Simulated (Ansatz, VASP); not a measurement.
**Two plane-wave programs on BAs**

File INCAR:

```
ALGO     = Normal         # electronic algorithm
EDIFF    = 1E-6           # SCF threshold, eV
ENCUT    = 520            # plane-wave cutoff, eV
GGA      = PE             # functional
ISIF     = 2              # what is computed and relaxed
ISMEAR   = 0              # smearing method
LASPH    = T              # aspherical terms in the spheres
LCHARG   = T              # write CHGCAR
LELF     = T              # ELF
LREAL    = F              # projectors in reciprocal space
LVHAR    = T            
LWAVE    = F              # write WAVECAR
NBANDS   = 11             # bands
NELM     = 60             # most SCF steps
PREC     = Accurate       # precision mode
SIGMA    = 0.02           # smearing width, eV
```

KPOINTS

```
k-points
0
Gamma
  10 10 10
```

Contents of POSCAR:

```
BAs
1.0
    0.0000000000      2.4046443033      2.4046443033
    2.4046443033      0.0000000000      2.4046443033
    2.4046443033      2.4046443033      0.0000000000
B As
1 1
Direct
    0.0000000000      0.0000000000      0.0000000000
    0.7500000000      0.7500000000      0.7500000000
```

Input for Ansatz:

```yaml
crystal:
  lattice:
    - [0.0, 2.4046443033, 2.4046443033]
    - [2.4046443033, 0.0, 2.4046443033]
    - [2.4046443033, 2.4046443033, 0.0]
  atoms:
    - { symbol: B, position: [0.0, 0.0, 0.0] }
    - { symbol: As, position: [0.75, 0.75, 0.75] }
basis:
  ecutwfc: 420
kpoints:
  mp_grid: { grid: [10, 10, 10] }
hamiltonian:
  xc: pbe
scf:
  occupations: { method: gaussian, width: 0.02 }
output:
  eigenvalues: true
  states_by_energy: {}
checkpoint:
  read: start.run
  write: ck
  compress: false
  write_wavefunctions: false
  write_every: 100000
```

Alike in both runs: task single point; functional PBE; k mesh 10 × 10 × 10; occupations gaussian, width 0.02 eV; no spin polarisation.

|  | VASP | Ansatz |
| --- | --- | --- |
| version | VASP 6.6.1 | Ansatz 0.2.0 |
| potentials or method | VASP PAW PBE potentials, release 64 (B, As), cutoff 520 eV | scalar-relativistic, plane waves, PAW |
| valence electrons in the cell | 8 | 18 |

```tsv
	VASP	Ansatz	Ansatz less VASP
gap on the k mesh at the Fermi level (eV)	1.20	1.20	+0.008
least direct gap on the mesh (eV)	3.25	3.26	+0.005
```

With one functional, cell and mesh, what is left measures potentials, basis and numerics. VASP's potentials hold 8 valence electrons a cell and Ansatz's 18, so a difference there can come from the potentials and not from the codes.
